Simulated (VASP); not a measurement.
Here is a VASP 6.6.1 calculation.

INCAR

```
ALGO = Normal
EDIFF = 1E-7
ENCUT = 520
GGA = CA
ISIF = 2
ISMEAR = -1
LASPH = T
LCHARG = F
LREAL = F
LWAVE = F
NBANDS = 13
NELM = 60
PREC = Accurate
SIGMA = 0.08
```

File KPOINTS:

```
k-points
0
Gamma
  11 11 11
```

File POSCAR:

```
Se
1.0
    0.0000000000      2.4803038020      2.4803038020
    2.4803038020      0.0000000000      2.4803038020
    2.4803038020      2.4803038020      0.0000000000
Se
2
Direct
   -0.1250000000     -0.1250000000     -0.1250000000
    0.1250000000      0.1250000000      0.1250000000
```

Potentials or basis: VASP PAW LDA potentials, release 64 (Se).

The run is started by

```console
$ cat potpaw_LDA.64/Se/POTCAR > POTCAR
$ mpirun -np 1 vasp_std > vasp.out
```

(1) Estimate the pressure.

(2) Predict the band gap on the k mesh.

## Answers

(1) 111.1 GPa.

(2) zero (band 6 reaches 12.01 eV, above the bottom of band 7 at 8.43 eV).
